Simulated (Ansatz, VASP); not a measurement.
## Two plane-wave programs on KI

```
K I
1.0
     0.00000    3.54244    3.54244
     3.54244    0.00000    3.54244
     3.54244    3.54244    0.00000
K I
1 1
Cartesian
  0.0000 0.0000 0.0000
  3.5424 3.5424 3.5424
```

Alike in both runs: task single point; functional PBE; k mesh 1 × 1 × 1; occupations gaussian, width 0.1 eV; no spin polarisation.

```csv
,VASP,Ansatz
version,VASP 6.6.1,Ansatz 0.2.0
potentials or method,"VASP PAW PBE potentials, release 64 (K_sv, I), cutoff 500 eV","scalar-relativistic, plane waves, PAW"
valence electrons in the cell,16,26
```

```tsv
	VASP	Ansatz	Ansatz less VASP
gap on the k mesh at the Fermi level (eV)	3.25	3.26	+0.007
least direct gap on the mesh (eV)	3.25	3.26	+0.007
pressure (GPa)	11.3	11.3	-0.07
```

With one functional, cell and mesh, what is left measures potentials, basis and numerics. VASP's potentials hold 16 valence electrons a cell and Ansatz's 26, so a difference there can come from the potentials and not from the codes.

The k mesh is coarse, so the values compare programs but aren't converged. Spin-orbit coupling is off throughout.
